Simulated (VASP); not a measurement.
ZnO, 2 atoms in the cell. Symmetry: Pm-3m, No. 221, cubic system. Conventional cell: a = 2.618 Å, b = 2.618 Å, c = 2.618 Å, α = 90.00°, β = 90.00°, γ = 90.00°. Zn (site symmetry m-3m) has 8 O at 2.27 Å and 6 Zn at 2.62 Å within 3.0 Å. O (site symmetry m-3m) has 8 Zn at 2.27 Å and 6 O at 2.62 Å within 3.0 Å. 

* Program: VASP 6.6.1
* Task: single point
* Functional: PBEsol-based screened hybrid with 25 % exact exchange
* Potentials or basis: VASP PAW PBE potentials, release 64 (Zn, O)
* Cutoff: 520 eV
* k mesh: 5 × 5 × 5
* Occupations: fermi-dirac, width 0.05 eV
* Spin: no spin polarisation
* Dipole correction: no
* Grid for exact exchange (PRECFOCK): Normal
* Share of exact exchange: 0.25
* Further INCAR settings: ALGO = Normal; EDIFF = 1e-07; NBANDS = 16
* Screening parameter: 0.207 1/Å

Potentials or basis: VASP PAW PBE potentials, release 64 (Zn, O).

Command:

```console
$ cat potpaw_PBE.64/Zn/POTCAR potpaw_PBE.64/O/POTCAR > POTCAR
$ cp INCAR.step1 INCAR
$ mpirun -np 1 vasp_std > vasp.out
$ cp INCAR.step2 INCAR
$ mpirun -np 1 vasp_std > vasp.out
```

Hardware: 1 thread of Intel(R) Xeon(R) 6975P-C (Granite Rapids), with other jobs on the host.

Estimate the wall time of this run.

Run time: 3.6 min on 1 thread of Intel(R) Xeon(R) 6975P-C (Granite Rapids) (shared host), peak memory 0.23 GiB. Counts: k points 10.
